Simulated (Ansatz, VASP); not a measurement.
## Li3Br: VASP beside Ansatz

```
CELL_PARAMETERS angstrom
3.04074 1.75557 3.05203
-3.04074 1.75557 3.05203
0.00000 -3.51114 3.05203
ATOMIC_POSITIONS crystal
Li 0.50000 0.20597 0.79403
Li 0.20597 0.79403 0.50000
Li 0.79403 0.50000 0.20597
Br 0.00000 0.00000 0.00000
```

Change from the starting cell: species swapped into the ScF3 type (R32, No. 155).

Alike in both runs: task relaxation of cell and atoms; functional PBE; k mesh 12 × 12 × 12; occupations gaussian, width 0.1 eV; no spin polarisation.

|  | VASP | Ansatz |
| --- | --- | --- |
| version | VASP 6.6.1 | Ansatz 0.2.0 |
| potentials or method | VASP PAW PBE potentials, release 64 (Li_sv, Br), cutoff 600 eV | scalar-relativistic, plane waves, PAW |
| valence electrons in the cell | 16 | 16 |

VASP gave:

```
gap on the k mesh at the Fermi level, each at its own relaxed structure (eV) : none
relaxed volume (Å³/atom)                                                     : 24.26
relaxed cell length with the largest relative difference (Å)                 : 4.642
```

Which values does Ansatz return?

gap on the k mesh at the Fermi level, each at its own relaxed structure (eV): none; relaxed volume (Å³/atom): 24.45; relaxed cell length with the largest relative difference (Å): 4.654.

A gap of «none» marks a metal or a gap that the smearing closes.

Noted on VASP's run: the cutoff is short for stress, so the pressure is rough.
